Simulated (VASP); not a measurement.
# Si (a cell with a defect) in VASP: single point with LDA

Aim: the single point of Si (a cell with a defect) with LDA.

Everything below comes from runs of VASP 6.6.1. Logs are shortened: lines on timing, memory, paths and dates and some standing lists are left out, and cuts for length are marked.

## 1. The cell of the first run

The cell holds a defect, 17 atoms: a = 7.679 Å, b = 7.679 Å, c = 7.679 Å, α = 60.00°, β = 60.00°, γ = 60.00°.

## 2. Single point, LDA

INCAR reads:

```
SYSTEM = Si
PREC = Accurate
ENCUT = 520
EDIFF = 1E-6
ISMEAR = 0
SIGMA = 0.05
LREAL = Auto
LASPH = .TRUE.
NELM = 80
ALGO = Normal
ISIF = 2
LWAVE = .FALSE.
LCHARG = .FALSE.
GGA = CA
NBANDS = 48
```

KPOINTS reads:

```
regular mesh
0
G
  2 2 2
  0 0 0
```

POSCAR reads:

```
Si
1.0
    0.0000000000      5.4300000000      5.4300000000
    5.4300000000      0.0000000000      5.4300000000
    5.4300000000      5.4300000000      0.0000000000
Si
17
Direct
   -0.0474010129      0.0159481584      0.0156450276
    0.1190274401      0.1169685083      0.1165902394
    0.0063681400     -0.0191583794      0.5063007366
    0.1190584715      0.1168814917      0.6472568140
    0.0064289134      0.5066489871     -0.0195493554
    0.1190884899      0.6475678637      0.1165214549
    0.0064339779      0.5066089319      0.5062420810
    0.1608974217      0.6132138122      0.6128123389
    0.4957935543     -0.0032703499     -0.0036079190
    0.5768250460      0.1411913444      0.1408583794
    0.4958206262     -0.0032808471      0.5108132597
    0.6344559853      0.1152036832      0.6250427256
    0.4958517495      0.5111429098     -0.0036300184
    0.6345136280      0.6253795580      0.1148237569
    0.5346436464      0.4886174954      0.4882386740
    0.6345247698      0.6253724678      0.6250209024
    1.1602616943      0.2800613260      0.2797670350
```

Potentials or basis: VASP PAW LDA potentials, release 64 (Si).

Launch:

```
> cat potpaw_LDA.64/Si/POTCAR > POTCAR
> mpirun -np 1 vasp_std > vasp.out
```

OUTCAR:

```text
SYSTEM = Si
   PREC = Accurate
   ENCUT = 520
   EDIFF = 1E-6
   ISMEAR = 0
   LREAL = Auto
   LASPH = .TRUE.
   NELM = 80
   ISIF = 2
   GGA = CA

 ion  position               nearest neighbor table
   1  0.953  0.016  0.016-   6 2.33   4 2.33   2 2.33  10 2.36
   2  0.119  0.117  0.117-   1 2.33   9 2.36  17 2.37   5 2.45   3 2.45
   3  0.006  0.981  0.506-   8 2.31  12 2.33   4 2.45   2 2.45  17 2.52
   4  0.119  0.117  0.647-   1 2.33  11 2.36  17 2.37   3 2.45   7 2.45
   5  0.006  0.507  0.980-   8 2.31  14 2.33   6 2.45   2 2.45  17 2.52
   6  0.119  0.648  0.117-   1 2.33  13 2.36  17 2.37   5 2.45   7 2.45
   7  0.006  0.507  0.506-   8 2.31  16 2.33   6 2.45   4 2.45  17 2.52
   8  0.161  0.613  0.613-   3 2.31   7 2.31   5 2.31  15 2.34
   9  0.496  0.997  0.996-  12 2.33  14 2.33  10 2.34   2 2.36  17 3.10
  10  0.577  0.141  0.141-  11 2.34  13 2.34   9 2.34   1 2.36  17 2.61
  11  0.496  0.997  0.511-  12 2.33  16 2.33  10 2.34   4 2.36  17 3.10
  12  0.634  0.115  0.625-  11 2.33   9 2.33   3 2.33  15 2.35
  13  0.496  0.511  0.996-  16 2.33  14 2.33  10 2.34   6 2.36  17 3.10
  14  0.635  0.625  0.115-  13 2.33   9 2.33   5 2.33  15 2.35
  15  0.535  0.489  0.488-   8 2.34  14 2.35  16 2.35  12 2.35
  16  0.635  0.625  0.625-  11 2.33  13 2.33   7 2.33  15 2.35
  17  0.160  0.280  0.280-   4 2.37   2 2.37   6 2.37   7 2.52   3 2.52   5 2.52  10 2.61  11 3.10
                            13 3.10   9 3.10

  LATTYP: Found a face centered cubic cell.
 ALAT       =    10.8600000000

  Lattice vectors:

 A1 = (   0.0000000000,   5.4300000000,   5.4300000000)
 A2 = (   5.4300000000,   0.0000000000,   5.4300000000)
 A3 = (   5.4300000000,   5.4300000000,   0.0000000000)

Analysis of symmetry for initial positions (statically):
=====================================================================
 Subroutine PRICEL returns:
 Original cell was already a primitive cell.

 Routine SETGRP: Setting up the symmetry group for a
 face centered cubic supercell.

 Subroutine GETGRP returns: Found  1 space group operations
 (whereof  1 operations were pure point group operations)
 out of a pool of 48 trial point group operations.

The static configuration has the point symmetry C_1 .

Analysis of symmetry for dynamics (positions and initial velocities):
=====================================================================
 Subroutine PRICEL returns:
 Original cell was already a primitive cell.

 Routine SETGRP: Setting up the symmetry group for a
 face centered cubic supercell.

 Subroutine GETGRP returns: Found  1 space group operations
 (whereof  1 operations were pure point group operations)
 out of a pool of 48 trial point group operations.

The dynamic configuration has the point symmetry C_1 .

 Subroutine INISYM returns: Found  1 space group operations
 (whereof  1 operations are pure point group operations),
 and found     1 'primitive' translations

----------------------------------------------------------------------------------------

                                     Primitive cell

  volume of cell :     320.2060

  direct lattice vectors                    reciprocal lattice vectors
     0.000000000  5.430000000  5.430000000    -0.092081031  0.092081031  0.092081031
     5.430000000  0.000000000  5.430000000     0.092081031 -0.092081031  0.092081031
     5.430000000  5.430000000  0.000000000     0.092081031  0.092081031 -0.092081031

  length of vectors
     7.679179644  7.679179644  7.679179644     0.159489025  0.159489025  0.159489025

  position of ions in fractional coordinates (direct lattice)
     0.952598987  0.015948158  0.015645028
     0.119027440  0.116968508  0.116590239
     0.006368140  0.980841621  0.506300737
     0.119058471  0.116881492  0.647256814
     0.006428913  0.506648987  0.980450645
     0.119088490  0.647567864  0.116521455
[... 9 lines left out ...]
     0.634524770  0.625372468  0.625020902
     0.160261694  0.280061326  0.279767035

  ion indices of the primitive-cell ions
   primitive index   ion index
                 1           1
                 2           2
                 3           3
                 4           4
                 5           5
                 6           6
[... 9 lines left out ...]
                16          16
                17          17

----------------------------------------------------------------------------------------

 KPOINTS: regular mesh

Automatic generation of k-mesh.
 Grid dimensions read from file:
 generate k-points for:    2    2    2

 Generating k-lattice:

  Cartesian coordinates                     Fractional coordinates (reciprocal lattice)
    -0.046040516  0.046040516  0.046040516     0.500000000  0.000000000  0.000000000
     0.046040516 -0.046040516  0.046040516     0.000000000  0.500000000  0.000000000
     0.046040516  0.046040516 -0.046040516     0.000000000  0.000000000  0.500000000

  Length of vectors
     0.079744512  0.079744512  0.079744512

  Shift w.r.t. Gamma in fractional coordinates (k-lattice)
     0.000000000  0.000000000  0.000000000

 Subroutine IBZKPT returns following result:
 ===========================================

 Found      8 irreducible k-points:

 Following reciprocal coordinates:
            Coordinates               Weight
  0.000000  0.000000  0.000000      1.000000
  0.500000  0.000000  0.000000      1.000000
  0.000000  0.500000  0.000000      1.000000
  0.000000  0.000000  0.500000      1.000000
  0.500000  0.500000  0.500000      1.000000
  0.500000  0.500000  0.000000      1.000000
  0.000000  0.500000  0.500000      1.000000
  0.500000  0.000000  0.500000      1.000000
   k-points           NKPTS =      8   k-points in BZ     NKDIM =      8   number of bands    NBANDS=     48
   number of dos      NEDOS =    301   number of ions     NIONS =     17
   total plane-waves  NPLWV = 216000
   dimension x,y,z NGX =    60 NGY =   60 NGZ =   60
   dimension x,y,z NGXF=   120 NGYF=  120 NGZF=  120
   ions per type =              17
   NGX,Y,Z   is equivalent  to a cutoff of  12.99, 12.99, 12.99 a.u.
   NGXF,Y,Z  is equivalent  to a cutoff of  25.98, 25.98, 25.98 a.u.
 SYSTEM =  Si
   PREC   = accura    normal or accurate (medium, high low for compatibility)
   ISTART =      0    job   : 0-new  1-cont  2-samecut
   ICHARG =      2    charge: 1-file 2-atom 10-const
   ISPIN  =      1    spin polarized calculation?
   LNONCOLLINEAR =      F non collinear calculations
   LSORBIT =      F    spin-orbit coupling
   LASPH  =      T    aspherical Exc in radial PAW
   ENCUT  =  520.0 eV  38.22 Ry    6.18 a.u.  14.28 14.28 14.28*2*pi/ulx,y,z
   NELM   =     80;   NELMIN=  2; NELMDL= -5     # of ELM steps
   EDIFF  = 0.1E-05   stopping-criterion for ELM
   LREAL  =      T    real-space projection
   EDIFFG = 0.1E-04   stopping-criterion for IOM
   NSW    =      0    number of steps for IOM
   IBRION =     -1    ionic relax: 0-MD 1-quasi-New 2-CG
   NFREE  =      0    steps in history (QN), initial steepest desc. (CG)
   ISIF   =      2    stress and relaxation
   ISYM   =      2    0-nonsym 1-usesym 2-fastsym
   POTIM  = 0.5000    time-step for ionic-motion
   TEBEG  =    0.0;   TEEND  =   0.0 temperature during run
   PSTRESS=    0.0 pullay stress
   NELECT =      68.0000    total number of electrons
   NUPDOWN=      -1.0000    fix difference up-down
   EMIN   =  10.00;   EMAX   =-10.00  energy-range for DOS
   EFERMI =   0.00;   METHOD = LEGACY
   ISMEAR =     0;   SIGMA  =   0.05  broadening in eV -4-tet -1-fermi 0-gaus
   EFERMI_NEDOS =   21; number of points for ismear=-14 and -15
   IALGO  =     38    algorithm
   IMIX   =      4    mixing-type and parameters
     AMIX     =   0.40;   BMIX     =  1.00
     AMIX_MAG =   1.60;   BMIX_MAG =  1.00
  volume/ion in A,a.u.               =      18.84       127.11
  Fermi-wavevector in a.u.,A,eV,Ry     =   0.976715  1.845724 12.979587  0.953973
  Thomas-Fermi vector in A             =   2.107356
   LORBIT       =      0    0 simple, 1 ext, 2 COOP (PROOUT), +10 PAW based schemes
   GGA     = CA    functional components
   LHFCALC =     F    Hartree Fock is set to
   AEXX    =    0.0000 exact exchange contribution
   IVDW    =     0    specifies the selected vdW correction
   LEPSILON=     F    determine dielectric tensor
   LRPA    =     F    only Hartree local field effects (RPA)
 non-spin polarized calculation
 Gauss-broadening in eV      SIGMA  =   0.05
  energy-cutoff  :      520.00
  volume of cell :      320.21
 maximum number of plane-waves:      8646
 NGX is ok and might be reduce to    60
   NGX = 29   NGY = 29   NGZ = 29

 number of electron      68.0000000 magnetization

 Free energy of the ion-electron system (eV)
  ---------------------------------------------------
  ext. energy  EPLUGINS =         0.00000000
  ---------------------------------------------------
  free energy    TOTEN  =       -97.28797308 eV

  energy without entropy =      -97.27456010  energy(sigma->0) =      -97.28126659

 E-fermi :   6.6989     XC(G=0):  -9.8591

 val. band max:        6.6518614320   @ k =   0.0000   0.0000   0.0000
 cond. band min:       6.7080337470   @ k =   0.5000   0.0000   0.5000
 fundamental gap:      0.0561723150
 Fermi energy:         6.6989115227

 k-point     1 :       0.0000    0.0000    0.0000
  band No.  band energies     occupation
      1      -6.3165      2.00000
      2      -3.9148      2.00000
      3      -3.6770      2.00000
      4      -3.6767      2.00000
      5      -3.4916      2.00000
      6      -2.7055      2.00000
[... 38 lines left out ...]
     45       8.2845      0.00000
     46       8.7591      0.00000

 k-point     2 :       0.5000    0.0000    0.0000
  band No.  band energies     occupation
      1      -5.9353      2.00000
      2      -4.9204      2.00000
      3      -3.4982      2.00000
      4      -3.4714      2.00000
      5      -3.4710      2.00000
      6      -3.0322      2.00000
[... 286 lines left out ...]
 k-point     8 :       0.5000    0.0000    0.5000
  band No.  band energies     occupation
      1      -5.7568      2.00000
      2      -4.7509      2.00000
      3      -4.0795      2.00000
      4      -3.9262      2.00000
      5      -3.8537      2.00000
      6      -3.6710      2.00000
[... 38 lines left out ...]
     45      10.0859      0.00000
     46      10.3528      0.00000
 [bands above 46 left out]

------------------------ aborting loop because EDIFF is reached ----------------------------------------

  FORCE on cell =-STRESS in cart. coord.  units (eV):
  Direction    XX          YY          ZZ          XY          YZ          ZX
  --------------------------------------------------------------------------------------
  -------------------------------------------------------------------------------------
  Total        2.6251971      2.6208471      2.6206674      1.2683672     -1.2667080      1.2653438
  in kB       13.1353914     13.1136255     13.1127263      6.3463803     -6.3380785      6.3312527
  external PRESSURE =      13.1205811 kB  Pullay stress =       0.0000000 kB

 VOLUME and BASIS-vectors are now :
 -----------------------------------------------------------------------------
  energy-cutoff  :      520.00
  volume of cell :      320.21
      direct lattice vectors                 reciprocal lattice vectors
     0.000000000  5.430000000  5.430000000    -0.092081031  0.092081031  0.092081031
     5.430000000  0.000000000  5.430000000     0.092081031 -0.092081031  0.092081031
     5.430000000  5.430000000  0.000000000     0.092081031  0.092081031 -0.092081031

 POSITION                                       TOTAL-FORCE (eV/Angst)
 -----------------------------------------------------------------------------------
      0.17155      5.25756      5.25921         0.007570     -0.007780     -0.008092
      1.26822      1.27940      1.28146         0.029040     -0.028527     -0.028626
      8.07518      2.78379      5.36055         0.037417     -0.038209     -0.021195
      4.14927      4.16109      1.28115         0.028124     -0.030002     -0.027850
      8.07495      5.35876      2.78601         0.037895     -0.021247     -0.038435
      4.14900      1.27936      4.16294         0.028222     -0.028036     -0.029595
[... 9 lines left out ...]
      6.78964      6.83933      6.84124         0.032367     -0.013275     -0.014187
      3.03987      2.38936      2.39095        -0.407546      0.406458      0.408592
 -----------------------------------------------------------------------------------
    total drift:                                0.006744     -0.008473     -0.004626

  FREE ENERGIE OF THE ION-ELECTRON SYSTEM (eV)
  ---------------------------------------------------
  free  energy   TOTEN  =       -97.2879730839 eV

  energy  without entropy=      -97.2745601042  energy(sigma->0) =      -97.28126659
```

Wall time 5.1 min (1 thread of Intel Xeon 8259CL, shared host); peak memory 0.37 GiB.

What came out:

```yaml
Free_energy: -97.2880 eV
Pressure: 1.3 GPa
Largest_force: 0.706 eV/Å
Band_gap_on_the_k_mesh: zero (bands 34 and 35 overlap by 0.06 eV)
```

Forces on the atoms (eV/Å):
```
Si   0.008 -0.008 -0.008
Si   0.029 -0.029 -0.029
Si   0.037 -0.038 -0.021
Si   0.028 -0.030 -0.028
Si   0.038 -0.021 -0.038
Si   0.028 -0.028 -0.030
Si   0.022 -0.037 -0.038
Si   0.059 -0.060 -0.059
Si   0.009 -0.014 -0.014
Si   0.013 -0.013 -0.013
Si   0.015 -0.008 -0.015
Si   0.014 -0.013 -0.032
Si   0.015 -0.015 -0.008
Si   0.013 -0.032 -0.014
Si   0.047 -0.046 -0.047
Si   0.032 -0.013 -0.014
Si  -0.408  0.406  0.409
```

Caveat: the k points lie up to 0.50 Å⁻¹ apart.

The gap in the log of VASP goes by the Fermi energy; the results here count the filled bands.